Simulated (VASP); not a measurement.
Here is a VASP 6.6.1 calculation.

File INCAR:

```
SYSTEM = Au
ALGO     = Normal         ! electronic algorithm
EDIFF    = 1E-7           ! SCF threshold, eV
EDIFFG   = -0.005         ! ionic threshold
ENCUT    = 500            ! plane-wave cutoff, eV
GGA_COMPAT= .FALSE.      
IBRION   = 2              ! ionic algorithm
ISIF     = 3              ! what is computed and relaxed
ISMEAR   = 0              ! smearing method
LASPH    = .TRUE.         ! aspherical terms in the spheres
LCHARG   = .FALSE.        ! write CHGCAR
LREAL    = .FALSE.        ! projectors in reciprocal space
LWAVE    = .FALSE.        ! write WAVECAR
NELM     = 120            ! most SCF steps
NELMIN   = 4            
NSW      = 70             ! ionic steps
PREC     = Accurate       ! precision mode
SIGMA    = 0.1            ! smearing width, eV
```

Contents of KPOINTS:

```
k-points
0
G
  18 18 18
  0 0 0
```

Contents of POSCAR:

```
Au
1.0
    0.0000000000      2.0790566373      2.0790566373
    2.0790566373      0.0000000000      2.0790566373
    2.0790566373      2.0790566373      0.0000000000
Au
1
Direct
    0.0000000000      0.0000000000      0.0000000000
```

Potentials or basis: VASP PAW LDA potentials, release 64 (Au_sv_GW).

Launch:

```sh
$ cat potpaw_LDA.64/Au_sv_GW/POTCAR > POTCAR
$ mpirun -np 1 vasp_std > vasp.out
```

Task: What does it give for the relaxed volume?

Result: 16.58 Å³/atom.

Task: Estimate the space group after relaxing (to 0.05 Å).

Result: Fm-3m (No. 225).

Task: What does it give for the relaxed cell?

Result: a = 2.862 Å, b = 2.862 Å, c = 2.862 Å, α = 60.00°, β = 60.00°, γ = 60.00°.

Final structure:
```cif
data_structure
_symmetry_space_group_name_H-M 'P 1'
_symmetry_Int_Tables_number 1
_cell_length_a 2.8622
_cell_length_b 2.8622
_cell_length_c 2.8622
_cell_angle_alpha 60.000
_cell_angle_beta 60.000
_cell_angle_gamma 60.000
_cell_volume 16.58
loop_
_atom_site_label
_atom_site_type_symbol
_atom_site_fract_x
_atom_site_fract_y
_atom_site_fract_z
_atom_site_occupancy
Au1 Au 0.00000 0.00000 0.00000 1
```

 Zero-point motion and thermal expansion aren't in these numbers.
